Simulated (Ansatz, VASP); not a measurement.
One calculation of GeSb4Te4, two programs

Contents of INCAR:

```
SYSTEM = GeSb4Te4
PREC = Accurate
ENCUT = 520
EDIFF = 1E-6
ISMEAR = 0
SIGMA = 0.15
LREAL = .False.
LASPH = .True.
NELM = 100
ALGO = Normal
ISIF = 2
LWAVE = .False.
LCHARG = .False.
GGA = PS
NBANDS = 39
```

KPOINTS

```
Automatic mesh
0
Gamma
  12 12 4
  0 0 0
```

The input POSCAR:

```
GeSb4Te4
1.0
    3.9252812327      0.0000000000      0.0000000000
   -1.9626406163      3.3993932645      0.0000000000
    0.0000000000      0.0000000000     17.0067066537
Ge Sb Te
1 4 4
Direct
    0.0000000000      0.0000000000      0.0000000000
    0.3333333333      0.6666666667      0.5458633036
    0.6666666667      0.3333333333      0.4541366964
    0.6666666667      0.3333333333      0.7873570402
    0.3333333333      0.6666666667      0.2126429598
    0.3333333333      0.6666666667      0.9032211307
    0.6666666667      0.3333333333      0.0967788693
    0.0000000000      0.0000000000      0.6867444281
    0.0000000000      0.0000000000      0.3132555719
```

Input for Ansatz:

```yaml
crystal:
  lattice:
    - [3.9252812327, 0.0, 0.0]
    - [-1.9626406163, 3.3993932645, 0.0]
    - [0.0, 0.0, 17.0067066537]
  atoms:
    - { symbol: Ge, position: [0.0, 0.0, 0.0] }
    - { symbol: Sb, position: [0.3333333333, 0.6666666667, 0.5458633036] }
    - { symbol: Sb, position: [0.6666666667, 0.3333333333, 0.4541366964] }
    - { symbol: Sb, position: [0.6666666667, 0.3333333333, 0.7873570402] }
    - { symbol: Sb, position: [0.3333333333, 0.6666666667, 0.2126429598] }
    - { symbol: Te, position: [0.3333333333, 0.6666666667, 0.9032211307] }
    - { symbol: Te, position: [0.6666666667, 0.3333333333, 0.0967788693] }
    - { symbol: Te, position: [0.0, 0.0, 0.6867444281] }
    - { symbol: Te, position: [0.0, 0.0, 0.3132555719] }
basis:
  ecutwfc: 420
kpoints:
  mp_grid: { grid: [12, 12, 4] }
hamiltonian:
  xc: pbesol
scf:
  occupations: { method: gaussian, width: 0.15 }
output:
  forces: true
  stress: true
  eigenvalues: true
```

Change from the starting cell: strain -0.080 along x and y, +0.000 along z, atoms carried along.

Alike in both runs: task single point; functional PBEsol; k mesh 12 × 12 × 4; occupations gaussian, width 0.15 eV; no spin polarisation.

```csv
,VASP,Ansatz
version,VASP 6.6.1,Ansatz 0.2.0
potentials or method,"VASP PAW PBE potentials, release 64 (Ge_d, Sb, Te), cutoff 520 eV","scalar-relativistic, plane waves, PAW"
valence electrons in the cell,58,138
```

Ansatz gave:

| Quantity | Value |
| --- | --- |
| gap on the k mesh at the Fermi level (eV) | none |
| pressure (GPa) | 13.0 |
| traceless stress, the component that is largest in VASP (GPa) | -1.03 |
| rms of the force components (eV/Å) | 0.469 |

Q: Which values does VASP return?

A: gap on the k mesh at the Fermi level (eV): none; pressure (GPa): 13.4; traceless stress, the component that is largest in VASP (GPa): -0.95; rms of the force components (eV/Å): 0.518.

VASP's potentials were made for PBE, not for PBEsol. Atom by atom the forces differ by 0.050 eV/Å (rms over components). A gap of «none» marks a metal or a gap that the smearing closes. With one functional, cell and mesh, what is left measures potentials, basis and numerics. VASP's potentials hold 58 valence electrons a cell and Ansatz's 138, so a difference there can come from the potentials and not from the codes.

Neither program's run includes spin-orbit coupling.
